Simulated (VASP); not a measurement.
# Al2Cu (P4) in VASP: further runs, part 2 of 2

VASP 6.6.1. Earlier steps stand in the parts before.

**3. Relaxation of cell and atoms, PBE**

INCAR reads:

```
ALGO = Normal ; EDIFF = 1E-6
EDIFFG = -0.04 ; ENCUT = 600
GGA = PE ; IBRION = 2
ISIF = 3 ; ISMEAR = 0
LASPH = True ; LCHARG = False
LREAL = False ; LWAVE = False
NELM = 60 ; NSW = 90
PREC = Accurate ; SIGMA = 0.1
```

KPOINTS reads:

```
k-points
0
Gamma
  4 4 4
```

POSCAR reads:

```
Al2Cu
1.0
    3.9563400800      0.0000000000      0.0000000000
    0.0000000000      3.9563400800      0.0000000000
    0.0000000000      0.0000000000      6.0663546000
Al Cu
4 2
Direct
    0.0940100800      0.6844063000      0.8382950500
    0.9059899200      0.3155937000      0.8382950500
    0.3155937000      0.0940100800      0.8382950500
    0.6844063000      0.9059899200      0.8382950500
    0.5000000000      0.5000000000      0.9801757400
    0.5000000000      0.5000000000      0.5099798500
```

Potentials or basis: VASP PAW PBE potentials, release 64 (Al, Cu).

Command:

```console
$ cat potpaw_PBE.64/Al/POTCAR potpaw_PBE.64/Cu/POTCAR > POTCAR
$ mpirun -np 1 vasp_std > vasp.out
```

OUTCAR:

```text
EDIFF = 1E-6
   EDIFFG = -0.04
   ENCUT = 600
   GGA = PE
   IBRION = 2
   ISIF = 3
   ISMEAR = 0
   LASPH = True
   LREAL = False
   NELM = 60
   NSW = 90
   PREC = Accurate

 ion  position               nearest neighbor table
   1  0.094  0.684  0.838-   2 1.64   3 1.84   4 1.84   5 1.96   4 2.49   3 2.49   2 2.61   5 2.61
                             6 2.66
   2  0.906  0.316  0.838-   1 1.64   3 1.84   4 1.84   5 1.96   4 2.49   3 2.49   1 2.61   5 2.61
                             6 2.66
   3  0.316  0.094  0.838-   4 1.64   2 1.84   1 1.84   5 1.96   2 2.49   1 2.49   4 2.61   5 2.61
                             6 2.66
   4  0.684  0.906  0.838-   3 1.64   2 1.84   1 1.84   5 1.96   2 2.49   1 2.49   3 2.61   5 2.61
                             6 2.66
   5  0.500  0.500  0.980-   1 1.96   2 1.96   3 1.96   4 1.96   1 2.61   3 2.61   4 2.61   2 2.61

   6  0.500  0.500  0.510-   1 2.66   2 2.66   3 2.66   4 2.66

 -----------------------------------------------------------------------------
|                                                                             |
|           W    W    AA    RRRRR   N    N  II  N    N   GGGG   !!!           |
|           W    W   A  A   R    R  NN   N  II  NN   N  G    G  !!!           |
|           W    W  A    A  R    R  N N  N  II  N N  N  G       !!!           |
|           W WW W  AAAAAA  RRRRR   N  N N  II  N  N N  G  GGG   !            |
|           WW  WW  A    A  R   R   N   NN  II  N   NN  G    G                |
|           W    W  A    A  R    R  N    N  II  N    N   GGGG   !!!           |
|                                                                             |
|     The distance between some ions is very small. Please check the          |
|     nearest-neighbor list in the OUTCAR file.                               |
|     I HOPE YOU KNOW WHAT YOU ARE DOING!                                     |
|                                                                             |
 -----------------------------------------------------------------------------

  LATTYP: Found a simple tetragonal cell.
 ALAT       =     3.9563400800
 C/A-ratio  =     1.5333248602

  Lattice vectors:

 A1 = (   3.9563400800,   0.0000000000,   0.0000000000)
 A2 = (   0.0000000000,   3.9563400800,   0.0000000000)
 A3 = (   0.0000000000,   0.0000000000,   6.0663546000)

Analysis of symmetry for initial positions (statically):
=====================================================================
 Subroutine PRICEL returns:
 Original cell was already a primitive cell.

 Routine SETGRP: Setting up the symmetry group for a
 simple tetragonal supercell.

[... 137 lines left out ...]
   IMIX   =      4    mixing-type and parameters
     AMIX     =   0.40;   BMIX     =  1.00
     AMIX_MAG =   1.60;   BMIX_MAG =  1.00
  volume/ion in A,a.u.               =      15.83       106.80
  Fermi-wavevector in a.u.,A,eV,Ry     =   1.162508  2.196822 18.387266  1.351426
  Thomas-Fermi vector in A             =   2.299069
   LORBIT       =      0    0 simple, 1 ext, 2 COOP (PROOUT), +10 PAW based schemes
   GGA     = PE    functional components
   LHFCALC =     F    Hartree Fock is set to
   AEXX    =    0.0000 exact exchange contribution
   IVDW    =     0    specifies the selected vdW correction
   LEPSILON=     F    determine dielectric tensor
   LRPA    =     F    only Hartree local field effects (RPA)
 conjugate gradient relaxation of ions
 non-spin polarized calculation
 Gauss-broadening in eV      SIGMA  =   0.10
  energy-cutoff  :      600.00
  volume of cell :       94.95
 maximum number of plane-waves:      3191
 NGX is ok and might be reduce to    32
   NGX = 15   NGY = 15   NGZ = 25

--------------------------------------- Ionic step        1  -------------------------------------------

 number of electron      34.0000031 magnetization

 Free energy of the ion-electron system (eV)
  ---------------------------------------------------
  ext. energy  EPLUGINS =         0.00000000
  ---------------------------------------------------
  free energy    TOTEN  =        12.44576706 eV

  energy without entropy =       12.45201664  energy(sigma->0) =       12.44889185

 E-fermi :   6.5029     XC(G=0):  -9.5881

 val. band max:        6.4375871358   @ k =   0.2500   0.0000   0.2500
 cond. band min:       6.5916575465   @ k =   0.2500   0.2500   0.0000
 fundamental gap:      0.1540704107
 Fermi energy:         6.5028575971
[... 982 lines left out ...]
  FREE ENERGIE OF THE ION-ELECTRON SYSTEM (eV)
  ---------------------------------------------------
  free  energy   TOTEN  =       -17.3477419853 eV

  energy  without entropy=      -17.3229934915  energy(sigma->0) =      -17.33536774

[... ionic steps 4 to 27 ...]

--------------------------------------- Ionic step       28  -------------------------------------------

 number of electron      33.9999867 magnetization

------------------------ aborting loop because EDIFF is reached ----------------------------------------
[... 75 lines left out ...]
--------------------------------------- Ionic step       30  -------------------------------------------

 number of electron      33.9999871 magnetization

 Free energy of the ion-electron system (eV)
  ---------------------------------------------------
  ext. energy  EPLUGINS =         0.00000000
  ---------------------------------------------------
  free energy    TOTEN  =       -18.99389125 eV

  energy without entropy =      -18.98000278  energy(sigma->0) =      -18.98694701

 E-fermi :   3.5183     XC(G=0):  -8.5672

 val. band max:        3.4437344796   @ k =   0.2500   0.2500   0.5000
 cond. band min:       3.5447671153   @ k =   0.5000   0.2500   0.2500
 fundamental gap:      0.1010326357
 Fermi energy:         3.5182817464
[... 463 lines left out ...]
  FREE ENERGIE OF THE ION-ELECTRON SYSTEM (eV)
  ---------------------------------------------------
  free  energy   TOTEN  =       -18.9938912467 eV

  energy  without entropy=      -18.9800027752  energy(sigma->0) =      -18.98694701

 reached required accuracy - stopping structural energy minimisation
```

CONTCAR:

```text
Al2Cu
   1.00000000000000
     5.6101287156061552    0.0000000239395378    0.0000000000000000
    -0.0000000239395378    5.6101287156061552    0.0000000000000000
    -0.0000000000000000   -0.0000000000000000    4.5582521819434554
  Al              Cu
     4     2
Direct
     0.1602627936427742    0.6946666278102070    0.8068997715594741
     0.8397372063572257    0.3053333721897931    0.8068997715594741
     0.3053333721897931    0.1602627936427742    0.8068997715594741
     0.6946666278102070    0.8397372063572257    0.8068997715594741
     0.5000000000000000    0.5000000000000000    0.0642919923411760
     0.5000000000000000    0.5000000000000000    0.5514447114209241

  0.00000000E+00  0.00000000E+00  0.00000000E+00
  0.00000000E+00  0.00000000E+00  0.00000000E+00
  0.00000000E+00  0.00000000E+00  0.00000000E+00
  0.00000000E+00  0.00000000E+00  0.00000000E+00
  0.00000000E+00  0.00000000E+00  0.00000000E+00
  0.00000000E+00  0.00000000E+00  0.00000000E+00
```

Wall time 10 min (1 thread of Intel Xeon Platinum 8488C (Sapphire Rapids), shared host); peak memory 0.24 GiB.

Results:

```
Free energy                           : -18.9939 eV
Relaxed volume                        : 23.91 Å³/atom
Relaxed cell                          : a = 5.610 Å, b = 5.610 Å, c = 4.558 Å, α = 90.00°, β = 90.00°, γ = 90.00°
Space group after relaxing (to 0.1 Å) : P4/m (No. 83)
Energy gained by relaxing             : 5239.9 meV/atom
Ionic steps                           : 30
Pressure after relaxing               : 0.0 GPa
Largest force after relaxing          : 0.034 eV/Å
Band gap on the k mesh                : zero (bands 17 and 18 overlap by 2.43 eV)
```

Forces in eV/Å, atoms in the order of the input:
```
Al  -0.027 -0.010  0.004
Al   0.027  0.010  0.004
Al   0.010 -0.027  0.004
Al  -0.010  0.027  0.004
Cu   0.000  0.000  0.020
Cu   0.000  0.000 -0.034
```

The path:
```csv
step,energy change (eV),largest force (eV/Å),pressure (GPa),volume (Å³)
1,0.0000,12.3646,119.13,94.95
2,-20.4077,0.5771,-16.70,331.96
3,-29.7935,1.4154,-2.38,193.20
4,-29.8034,1.4856,-1.94,190.87
5,-29.8053,1.5578,-1.56,188.60
6,-30.3138,0.8052,-1.75,181.81
7,-30.5276,1.5980,-1.07,174.81
8,-30.8047,1.4656,-1.16,167.31
9,-31.1201,0.8946,1.28,145.27
10,-31.1387,0.6821,-0.29,153.47
11,-31.1635,0.5312,0.02,150.44
12,-31.1649,0.5509,0.23,149.22
13,-31.2278,0.3734,-0.39,149.56
14,-31.2320,0.4537,-0.44,149.68
15,-31.2821,0.3192,-0.10,147.74
16,-31.3006,0.4121,0.44,145.76
17,-31.3354,0.4116,0.21,145.46
18,-31.3739,0.4225,0.17,144.76
19,-31.3937,0.0702,-0.22,145.22
20,-31.3965,0.2661,-0.43,145.48
21,-31.4065,0.2618,-0.12,144.40
22,-31.4142,0.2500,0.52,142.31
23,-31.4236,0.1584,0.49,142.48
24,-31.4278,0.3090,0.33,142.91
25,-31.4326,0.1681,0.39,142.70
26,-31.4331,0.1739,0.38,142.77
27,-31.4371,0.0875,-0.12,143.72
28,-31.4372,0.0792,-0.13,143.81
29,-31.4388,0.0532,-0.05,143.64
30,-31.4397,0.0343,0.00,143.46
```

Final structure:
```cif
data_structure
_symmetry_space_group_name_H-M 'P 1'
_symmetry_Int_Tables_number 1
_cell_length_a 5.6101
_cell_length_b 5.6101
_cell_length_c 4.5583
_cell_angle_alpha 90.000
_cell_angle_beta 90.000
_cell_angle_gamma 90.000
_cell_volume 143.46
loop_
_atom_site_label
_atom_site_type_symbol
_atom_site_fract_x
_atom_site_fract_y
_atom_site_fract_z
_atom_site_occupancy
Al1 Al 0.16026 0.69467 0.80690 1
Al2 Al 0.83974 0.30533 0.80690 1
Al3 Al 0.30533 0.16026 0.80690 1
Al4 Al 0.69467 0.83974 0.80690 1
Cu1 Cu 0.50000 0.50000 0.06429 1
Cu2 Cu 0.50000 0.50000 0.55144 1
```

Levels at points of the mesh, in eV from the Fermi level:
```tsv
k point	band 14	band 15	band 16	band 17	band 18	band 19	band 20	band 21
(0.00, 0.00, 0.00)	-2.57	-2.43	0.12	0.22	0.34	0.34	1.47	1.71
(0.50, 0.00, 0.00)	-2.26	-2.19	-1.82	0.54	0.58	1.02	1.21	2.37
(0.50, 0.50, 0.00)	-2.57	0.77	1.29	1.29	1.61	1.61	2.05	2.21
(0.00, 0.00, 0.50)	-2.28	-2.26	-2.26	0.54	0.54	0.97	1.13	1.13
(0.50, 0.00, 0.50)	-2.04	-1.80	-1.65	-1.55	-1.14	1.15	2.13	2.21
(0.50, 0.50, 0.50)	-3.20	-3.20	-1.07	-1.07	0.04	2.67	2.67	2.95
```

Caveat: the k points lie up to 0.34 Å⁻¹ apart in the final cell, too coarse for converged energies and pressures of a metal; the volume moved by over 15 % at a fixed basis, so the end points are rough.

The gap in the log of VASP goes by the Fermi energy; the results here count the filled bands.